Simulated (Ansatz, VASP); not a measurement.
SrCl2: VASP beside Ansatz

```
Sr Cl
1.0
     0.84961    3.95792    3.95792
     3.95792    0.84961    3.95792
     3.95792    3.95792    0.84961
Sr Cl
1 2
Direct
  0.00000 0.00000 0.00000
  0.25000 0.25000 0.25000
  0.75000 0.75000 0.75000
```

Alike in both runs: task single point; functional PBE; k mesh 6 × 6 × 6; occupations gaussian, width 0.05 eV; no spin polarisation.

|  | VASP | Ansatz |
| --- | --- | --- |
| version | VASP 6.6.1 | Ansatz 0.2.0 |
| potentials or method | VASP PAW PBE potentials, release 64 (Sr_sv, Cl), cutoff 520 eV | scalar-relativistic, plane waves, PAW |
| valence electrons in the cell | 24 | 24 |

VASP gave:

- gap on the k mesh at the Fermi level (eV): 5.53
- least direct gap on the mesh (eV): 5.53
- pressure (GPa): 4.6
- traceless stress, the component that is largest in VASP (GPa): -0.81
- rms of the force components (eV/Å): 0.202

Question: What did Ansatz give for the same quantities?

Answer: gap on the k mesh at the Fermi level (eV): 5.53; least direct gap on the mesh (eV): 5.53; pressure (GPa): 4.4; traceless stress, the component that is largest in VASP (GPa): -0.78; rms of the force components (eV/Å): 0.190.

Atom by atom the forces differ by 0.012 eV/Å (rms over components).
